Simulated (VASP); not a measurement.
# Zr: single point with PBEsol

Crystal: Zr.

```
CELL_PARAMETERS angstrom
-1.76055 1.76055 1.76055
1.76055 -1.76055 1.76055
1.76055 1.76055 -1.76055
ATOMIC_POSITIONS crystal
Zr 0.00000 0.00000 0.00000
```

This isn't the form of Zr at room conditions, which is hcp.

```
Program             : VASP 6.6.1
Task                : single point
Functional          : PBEsol
Potentials or basis : VASP PAW PBE potentials, release 64 (Zr_sv)
Cutoff              : 520 eV
k mesh              : 16 × 16 × 16
Occupations         : gaussian, width 0.1 eV
Spin                : no spin polarisation
```

| Property | Result |
| --- | --- |
| Pressure | 0.1 GPa |
| Band gap on the k mesh | zero (bands 6 and 7 overlap by 1.94 eV) |

Levels at points of the mesh, in eV from the Fermi level:
| k point | band 4 | band 5 | band 6 | band 7 | band 8 | band 9 |
| --- | --- | --- | --- | --- | --- | --- |
| (0.00, 0.00, 0.00) | -25.68 | -5.47 | 1.16 | 1.16 | 1.16 | 3.82 |
| (0.50, 0.00, 0.00) | -25.70 | -2.97 | -0.78 | 1.90 | 3.85 | 4.57 |
| (0.50, 0.50, 0.50) | -26.50 | -2.80 | -2.80 | 6.10 | 6.10 | 6.10 |

Run time: 34 s on 1 thread of Intel Xeon 8259CL, with other jobs on the host, peak memory 0.16 GiB.

Caveat: the PAW data sets were made with another functional, which shifts forces and pressure a little.
